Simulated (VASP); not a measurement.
# Y2Be2Pb (I4/mmm) in VASP: single point with PBE

Aim: the single point of Y2Be2Pb with PBE.

All numbers are computed with VASP 6.6.1; they aren't measurements. Logs are shortened: lines on timing, memory, paths and dates and some standing lists are left out, and cuts for length are marked.

### Step 1. The cell of the first run

The structure is tetragonal, space group I4/mmm (No. 139). Conventional cell: a = 4.325 Å, b = 4.325 Å, c = 9.909 Å, α = 90.00°, β = 90.00°, γ = 90.00°. Y (site symmetry 4mm) has 4 Be at 2.45 Å and 1 Y at 2.63 Å within 3.2 Å. Be (site symmetry -4m2) has 4 Y at 2.45 Å and 4 Be at 3.06 Å and 4 Pb at 3.29 Å within 3.3 Å. Within 4.4 Å of Pb (site symmetry 4/mmm) lie 8 Be at 3.29 Å and 10 Y at 3.33 to 3.64 Å and 4 Pb at 4.32 Å.

The cell was generated, and may not be a known phase.

### Step 2. Single point, PBE

INCAR reads:

```
SYSTEM = Y2Be2Pb
  ALGO = Fast
  EDIFF = 1E-6
  ENCUT = 520
  GGA = PE
  ISIF = 2
  ISMEAR = 0
  LASPH = .True.
  LCHARG = .False.
  LREAL = .False.
  LWAVE = .False.
  NBANDS = 28
  NELM = 100
  PREC = Accurate
  SIGMA = 0.1
```

KPOINTS reads:

```
k-points
0
Gamma
  6 6 6
  0 0 0
```

POSCAR reads:

```
Y2Be2Pb
1.0
   -2.1623674800      2.1623674800      4.9544724100
    2.1623674800     -2.1623674800      4.9544724100
    2.1623674800      2.1623674800     -4.9544724100
Y Be Pb
2 2 1
Direct
    0.6328056500      0.6328056500      0.0000000000
    0.3671943500      0.3671943500      0.0000000000
    0.2500000000      0.7500000000      0.5000000000
    0.7500000000      0.2500000000      0.5000000000
    0.0000000000      0.0000000000      0.0000000000
```

Potentials or basis: VASP PAW PBE potentials, release 64 (Y_sv, Be, Pb_d).

Launch:

```
> cat potpaw_PBE.64/Y_sv/POTCAR potpaw_PBE.64/Be/POTCAR potpaw_PBE.64/Pb_d/POTCAR > POTCAR
> mpirun -np 1 vasp_std > vasp.out
```

OUTCAR:

```text
SYSTEM = Y2Be2Pb
   EDIFF = 1E-6
   ENCUT = 520
   GGA = PE
   ISIF = 2
   ISMEAR = 0
   LASPH = .True.
   LREAL = .False.
   NELM = 100
   PREC = Accurate

 ion  position               nearest neighbor table
   1  0.633  0.633  0.000-   3 2.45   4 2.45   3 2.45   4 2.45   2 2.63   5 3.33   5 3.33   5 3.33
                             5 3.33   5 3.64   2 3.84   2 3.84   2 3.84   2 3.84
   2  0.367  0.367  0.000-   3 2.45   4 2.45   3 2.45   4 2.45   1 2.63   5 3.33   5 3.33   5 3.33
                             5 3.33   5 3.64   1 3.84   1 3.84   1 3.84   1 3.84
   3  0.250  0.750  0.500-   2 2.45   1 2.45   2 2.45   1 2.45
   4  0.750  0.250  0.500-   2 2.45   1 2.45   2 2.45   1 2.45
   5  0.000  0.000  0.000-   1 3.33   1 3.33   1 3.33   2 3.33   1 3.33   2 3.33   2 3.33   2 3.33
                             1 3.64   2 3.64

  LATTYP: Found a body centered tetragonal cell.
 ALAT       =     4.3247349600
 C/A-ratio  =     2.2912259160

  Lattice vectors:

 A1 = (  -2.1623674800,   2.1623674800,   4.9544724100)
 A2 = (   2.1623674800,  -2.1623674800,   4.9544724100)
 A3 = (   2.1623674800,   2.1623674800,  -4.9544724100)

Analysis of symmetry for initial positions (statically):
=====================================================================
 Subroutine PRICEL returns:
 Original cell was already a primitive cell.

 Routine SETGRP: Setting up the symmetry group for a
 body centered tetragonal supercell.

 Subroutine GETGRP returns: Found 16 space group operations
 (whereof 16 operations were pure point group operations)
 out of a pool of 16 trial point group operations.

The static configuration has the point symmetry D_4h.

Analysis of symmetry for dynamics (positions and initial velocities):
=====================================================================
 Subroutine PRICEL returns:
 Original cell was already a primitive cell.

 Routine SETGRP: Setting up the symmetry group for a
 body centered tetragonal supercell.

 Subroutine GETGRP returns: Found 16 space group operations
 (whereof 16 operations were pure point group operations)
 out of a pool of 16 trial point group operations.

The dynamic configuration has the point symmetry D_4h.

 Subroutine INISYM returns: Found 16 space group operations
 (whereof 16 operations are pure point group operations),
 and found     1 'primitive' translations

----------------------------------------------------------------------------------------

                                     Primitive cell

  volume of cell :      92.6651

  direct lattice vectors                    reciprocal lattice vectors
    -2.162367480  2.162367480  4.954472410     0.000000000  0.231228043  0.100918919
     2.162367480 -2.162367480  4.954472410     0.231228043  0.000000000  0.100918919
     2.162367480  2.162367480 -4.954472410     0.231228043  0.231228043  0.000000000

  length of vectors
     5.822238667  5.822238667  5.822238667     0.252291569  0.252291569  0.327005834

  position of ions in fractional coordinates (direct lattice)
     0.632805650  0.632805650  0.000000000
     0.367194350  0.367194350  0.000000000
     0.250000000  0.750000000  0.500000000
     0.750000000  0.250000000  0.500000000
     0.000000000  0.000000000  0.000000000

  ion indices of the primitive-cell ions
   primitive index   ion index
                 1           1
                 2           2
                 3           3
                 4           4
                 5           5

----------------------------------------------------------------------------------------

 KPOINTS: k-points

Automatic generation of k-mesh.
 Grid dimensions read from file:
 generate k-points for:    6    6    6

 Generating k-lattice:

  Cartesian coordinates                     Fractional coordinates (reciprocal lattice)
     0.000000000  0.038538007  0.016819820     0.166666667  0.000000000  0.000000000
     0.038538007  0.000000000  0.016819820     0.000000000  0.166666667  0.000000000
     0.038538007  0.038538007  0.000000000     0.000000000  0.000000000  0.166666667

  Length of vectors
     0.042048595  0.042048595  0.054500972

  Shift w.r.t. Gamma in fractional coordinates (k-lattice)
     0.000000000  0.000000000  0.000000000

 Subroutine IBZKPT returns following result:
 ===========================================

 Found     30 irreducible k-points:

 Following reciprocal coordinates:
            Coordinates               Weight
  0.000000  0.000000  0.000000      1.000000
  0.166667  0.000000  0.000000      8.000000
  0.333333 -0.000000  0.000000      8.000000
  0.500000  0.000000 -0.000000      4.000000
  0.166667  0.166667  0.000000      8.000000
  0.333333  0.166667  0.000000     16.000000
[... 16 lines left out ...]
 -0.333333 -0.333333  0.166667      8.000000
 -0.166667 -0.333333  0.166667      8.000000
 [... further k-points ...]
   k-points           NKPTS =     30   k-points in BZ     NKDIM =     30   number of bands    NBANDS=     28
   number of dos      NEDOS =    301   number of ions     NIONS =      5
   total plane-waves  NPLWV = 110592
   dimension x,y,z NGX =    48 NGY =   48 NGZ =   48
   dimension x,y,z NGXF=    96 NGYF=   96 NGZF=   96
   ions per type =               2   2   1
   NGX,Y,Z   is equivalent  to a cutoff of  13.71, 13.71, 13.71 a.u.
   NGXF,Y,Z  is equivalent  to a cutoff of  27.41, 27.41, 27.41 a.u.
 SYSTEM =  Y2Be2Pb
   PREC   = accura    normal or accurate (medium, high low for compatibility)
   ISTART =      0    job   : 0-new  1-cont  2-samecut
   ICHARG =      2    charge: 1-file 2-atom 10-const
   ISPIN  =      1    spin polarized calculation?
   LNONCOLLINEAR =      F non collinear calculations
   LSORBIT =      F    spin-orbit coupling
   LASPH  =      T    aspherical Exc in radial PAW
   ENCUT  =  520.0 eV  38.22 Ry    6.18 a.u.  10.83 10.83 10.83*2*pi/ulx,y,z
   NELM   =    100;   NELMIN=  2; NELMDL= -5     # of ELM steps
   EDIFF  = 0.1E-05   stopping-criterion for ELM
   LREAL  =      F    real-space projection
   EDIFFG = 0.1E-04   stopping-criterion for IOM
   NSW    =      0    number of steps for IOM
   IBRION =     -1    ionic relax: 0-MD 1-quasi-New 2-CG
   NFREE  =      0    steps in history (QN), initial steepest desc. (CG)
   ISIF   =      2    stress and relaxation
   ISYM   =      2    0-nonsym 1-usesym 2-fastsym
   POTIM  = 0.5000    time-step for ionic-motion
   TEBEG  =    0.0;   TEEND  =   0.0 temperature during run
   PSTRESS=    0.0 pullay stress
   NELECT =      40.0000    total number of electrons
   NUPDOWN=      -1.0000    fix difference up-down
   EMIN   =  10.00;   EMAX   =-10.00  energy-range for DOS
   EFERMI =   0.00;   METHOD = LEGACY
   ISMEAR =     0;   SIGMA  =   0.10  broadening in eV -4-tet -1-fermi 0-gaus
   EFERMI_NEDOS =   21; number of points for ismear=-14 and -15
   IALGO  =     68    algorithm
   IMIX   =      4    mixing-type and parameters
     AMIX     =   0.40;   BMIX     =  1.00
     AMIX_MAG =   1.60;   BMIX_MAG =  1.00
  volume/ion in A,a.u.               =      18.53       125.07
  Fermi-wavevector in a.u.,A,eV,Ry     =   1.237246  2.338056 20.827491  1.530777
  Thomas-Fermi vector in A             =   2.371821
   LORBIT       =      0    0 simple, 1 ext, 2 COOP (PROOUT), +10 PAW based schemes
   GGA     = PE    functional components
   LHFCALC =     F    Hartree Fock is set to
   AEXX    =    0.0000 exact exchange contribution
   IVDW    =     0    specifies the selected vdW correction
   LEPSILON=     F    determine dielectric tensor
   LRPA    =     F    only Hartree local field effects (RPA)
 non-spin polarized calculation
 RMM-DIIS sequential band-by-band and
 Gauss-broadening in eV      SIGMA  =   0.10
  energy-cutoff  :      520.00
  volume of cell :       92.67
 maximum number of plane-waves:      2520
 NGX is ok and might be reduce to    48
   NGX = 21   NGY = 21   NGZ = 21

 number of electron      40.0000001 magnetization

 Free energy of the ion-electron system (eV)
  ---------------------------------------------------
  ext. energy  EPLUGINS =         0.00000000
  ---------------------------------------------------
  free energy    TOTEN  =       -19.91329645 eV

  energy without entropy =      -19.89501341  energy(sigma->0) =      -19.90415493

 E-fermi :   5.9110     XC(G=0): -10.6319

 val. band max:        5.8876802161   @ k =   0.1667   0.1667   0.0000
 cond. band min:       5.9161430232   @ k =   0.1667   0.1667   0.1667
 fundamental gap:      0.0284628070
 Fermi energy:         5.9109530831

 k-point     1 :       0.0000    0.0000    0.0000
  band No.  band energies     occupation
      1     -36.3617      2.00000
      2     -36.0191      2.00000
      3     -17.4930      2.00000
      4     -16.3666      2.00000
      5     -16.3666      2.00000
      6     -16.2079      2.00000
[... 20 lines left out ...]
     27       9.8642      0.00000
     28      10.4515      0.00000

 k-point     2 :       0.1667    0.0000    0.0000
  band No.  band energies     occupation
      1     -36.3587      2.00000
      2     -36.0214      2.00000
      3     -17.4785      2.00000
      4     -16.4037      2.00000
      5     -16.3838      2.00000
      6     -16.2051      2.00000
[... 20 lines left out ...]
     27      10.0610      0.00000
     28      10.6298      0.00000

 k-point     3 :       0.3333   -0.0000    0.0000
  band No.  band energies     occupation
      1     -36.3525      2.00000
      2     -36.0260      2.00000
      3     -17.4490      2.00000
      4     -16.4742      2.00000
      5     -16.4113      2.00000
      6     -16.2008      2.00000
[... 20 lines left out ...]
     27       9.4830      0.00000
     28       9.7819      0.00000

 k-point     4 :       0.5000    0.0000   -0.0000
  band No.  band energies     occupation
      1     -36.3493      2.00000
      2     -36.0284      2.00000
      3     -17.4339      2.00000
      4     -16.5085      2.00000
      5     -16.4231      2.00000
      6     -16.1982      2.00000
[... 578 lines left out ...]
     27       9.2091      0.00000
     28       9.9113      0.00000

 k-point    23 :      -0.3333   -0.3333    0.1667
  band No.  band energies     occupation
      1     -36.3468      2.00000
      2     -36.0332      2.00000
      3     -17.4159      2.00000
      4     -16.4725      2.00000
      5     -16.4579      2.00000
      6     -16.1471      2.00000
[... 20 lines left out ...]
     27       9.6154      0.00000
     28      10.1752      0.00000

 k-point    24 :      -0.1667   -0.3333    0.1667
  band No.  band energies     occupation
      1     -36.3512      2.00000
      2     -36.0294      2.00000
      3     -17.4377      2.00000
      4     -16.4507      2.00000
      5     -16.4293      2.00000
      6     -16.1545      2.00000
[... 20 lines left out ...]
     27       9.8162      0.00000
     28      10.3754      0.00000

 [... further k-points ...]

------------------------ aborting loop because EDIFF is reached ----------------------------------------

  FORCE on cell =-STRESS in cart. coord.  units (eV):
  Direction    XX          YY          ZZ          XY          YZ          ZX
  --------------------------------------------------------------------------------------
  -------------------------------------------------------------------------------------
  Total        7.3066417      7.3066417     10.9617591      0.0000000      0.0000000      0.0000000
  in kB      126.3315963    126.3315963    189.5284580      0.0000000      0.0000000      0.0000000
  external PRESSURE =     147.3972169 kB  Pullay stress =       0.0000000 kB

 VOLUME and BASIS-vectors are now :
 -----------------------------------------------------------------------------
  energy-cutoff  :      520.00
  volume of cell :       92.67
      direct lattice vectors                 reciprocal lattice vectors
    -2.162367480  2.162367480  4.954472410     0.000000000  0.231228043  0.100918919
     2.162367480 -2.162367480  4.954472410     0.231228043  0.000000000  0.100918919
     2.162367480  2.162367480 -4.954472410     0.231228043  0.231228043  0.000000000

 POSITION                                       TOTAL-FORCE (eV/Angst)
 -----------------------------------------------------------------------------------
      0.00000      0.00000      6.27044         0.000000      0.000000     -0.630242
      0.00000      0.00000      3.63851        -0.000000     -0.000000      0.630242
      2.16237      0.00000      2.47724        -0.000000     -0.000000      0.000000
      0.00000      2.16237      2.47724        -0.000000     -0.000000     -0.000000
      0.00000      0.00000      0.00000        -0.000000     -0.000000     -0.000000
 -----------------------------------------------------------------------------------
    total drift:                                0.000000     -0.000000      0.000000

  FREE ENERGIE OF THE ION-ELECTRON SYSTEM (eV)
  ---------------------------------------------------
  free  energy   TOTEN  =       -19.9132964541 eV

  energy  without entropy=      -19.8950134073  energy(sigma->0) =      -19.90415493
```

Wall time 4 min (1 thread of Intel Xeon Platinum 8488C (Sapphire Rapids), shared host); peak memory 0.39 GiB.

Results:

| Quantity | Value |
| --- | --- |
| Free energy | -19.9133 eV |
| Pressure | 14.7 GPa |
| Largest force | 0.630 eV/Å |
| Band gap on the k mesh | zero (bands 20 and 21 overlap by 0.99 eV) |

Forces on the atoms (eV/Å):
```
Y    0.000  0.000 -0.630
Y    0.000  0.000  0.630
Be   0.000  0.000  0.000
Be   0.000  0.000  0.000
Pb   0.000  0.000  0.000
```

Caveat: the stress differs along the axes, from 13 to 19 GPa; spin-orbit coupling is left out, which moves the levels of the heavy elements.

The gap in the log of VASP goes by the Fermi energy; the results here count the filled bands.